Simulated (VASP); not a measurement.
Set up this calculation in VASP 6.6.1, as the native input.

```yaml
Task: single point
Functional: LDA
Potentials_or_basis: VASP PAW LDA potentials, release 64 (P, Ir)
Cutoff: 520 eV
k_mesh: 11 × 11 × 11
Occupations: fermi-dirac, width 0.05 eV
Spin: no spin polarisation
Dipole_correction: no
Further_INCAR_settings: ALGO = Normal; EDIFF = 1e-06; NBANDS = 18
```

The structure of PIr2 lies in POSCAR:

```
PIr2
1.0
    0.0000000000      2.7675000000      2.7121500000
    2.7675000000      0.0000000000      2.7121500000
    2.7675000000      2.7675000000      0.0000000000
P Ir
1 2
Direct
    0.0000000000      0.0000000000      0.0000000000
    0.2500000000      0.2500000000      0.2500000000
    0.7500000000      0.7500000000      0.7500000000
```

This cell differs from its parent crystal: zz strain of -2 %.

These files were run (other wordings do the same):

INCAR

```
ALGO = Normal
EDIFF = 1E-6
ENCUT = 520
ISIF = 2
ISMEAR = -1
LASPH = T
LCHARG = T
LELF = T
LREAL = F
LVHAR = T
LWAVE = F
NBANDS = 18
NELM = 100
PREC = Accurate
SIGMA = 0.05
```

KPOINTS

```
k-points
0
Gamma
  11 11 11
```

Potentials or basis: VASP PAW LDA potentials, release 64 (P, Ir).

The run is started by

```console
$ cat potpaw_LDA.64/P/POTCAR potpaw_LDA.64/Ir/POTCAR > POTCAR
$ mpirun -np 1 vasp_std > vasp.out
```

Results of the run:

```
Pressure               : 3.6 GPa
Band gap on the k mesh : zero (an odd number of electrons rules out a gap without spin polarisation)
```

Caveat: the cell differs from its parent crystal (zz strain of -2 %); the cell stands under pressure; spin-orbit coupling is left out, which moves the levels of the heavy elements.

Run time: 2.4 min on 1 thread of Intel Xeon 8259CL, with other jobs on the host, peak memory 0.22 GiB.
